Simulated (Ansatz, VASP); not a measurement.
YHg: VASP beside Ansatz

```
CELL_PARAMETERS angstrom
3.63224 0.00000 0.00000
0.00000 3.63224 0.00000
0.00000 0.00000 3.63224
ATOMIC_POSITIONS crystal
Y 0.50000 0.50000 0.50000
Hg 0.00000 0.00000 0.00000
```

Change from the starting cell: volume scaled by 0.96.

Alike in both runs: task single point; functional LDA; k mesh 11 × 11 × 11; occupations fermi-dirac, width 0.08 eV; no spin polarisation.

|  | VASP | Ansatz |
| --- | --- | --- |
| version | VASP 6.6.1 | Ansatz 0.2.0 |
| potentials or method | VASP PAW LDA potentials, release 64 (Y_sv, Hg), cutoff 520 eV | all-electron LAPW, scalar-relativistic |

|  | VASP | Ansatz | Ansatz less VASP |
| --- | --- | --- | --- |
| pressure (GPa) | -0.3 | -0.5 | -0.25 |

LDA's correlation is that of Perdew and Zunger in VASP and of Perdew and Wang (1992) in Ansatz. Ansatz ran all-electron here, and VASP with PAW potentials.

Spin-orbit coupling is off throughout.
